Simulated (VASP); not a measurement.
Set up this calculation in VASP 6.6.1, as the native input.

```
Task                   : single point
Functional             : LDA
Potentials or basis    : VASP PAW LDA potentials, release 64 (S)
Cutoff                 : 500 eV
k mesh                 : 8 × 8 × 8
Occupations            : gaussian, width 0.1 eV
Spin                   : no spin polarisation
Dipole correction      : no
Further INCAR settings : ALGO = Normal; EDIFF = 1e-06; NBANDS = 9
```

The structure of S lies in POSCAR:

```
S
1.0
    0.0000000000      1.9943503440      1.9943503440
    1.9943503440      0.0000000000      1.9943503440
    1.9943503440      1.9943503440      0.0000000000
S
1
Direct
    0.0000000000      0.0000000000      0.0000000000
```

These files were run (other wordings do the same):

INCAR

```
SYSTEM = S
ALGO = Normal
EDIFF = 1E-6
ENCUT = 500
GGA = CA
GGA_COMPAT = .False.
ISIF = 2
ISMEAR = 0
LASPH = .True.
LCHARG = .False.
LREAL = .False.
LWAVE = .False.
NBANDS = 9
NELM = 120
PREC = Accurate
SIGMA = 0.1
```

KPOINTS

```
k-points
0
Gamma
  8 8 8
  0 0 0
```

Potentials or basis: VASP PAW LDA potentials, release 64 (S).

Command:

```bash
$ cat potpaw_LDA.64/S/POTCAR > POTCAR
$ mpirun -np 1 vasp_std > vasp.out
```

It gave:

```json
{
 "Pressure": "-6.3 GPa",
 "Band gap on the k mesh": "zero (band 3 reaches 10.49 eV, above the bottom of band 4 at 4.77 eV)"
}
```

Run time: 6.5 s on 1 thread of Intel Xeon 8259CL (shared host), peak memory 0.11 GiB.
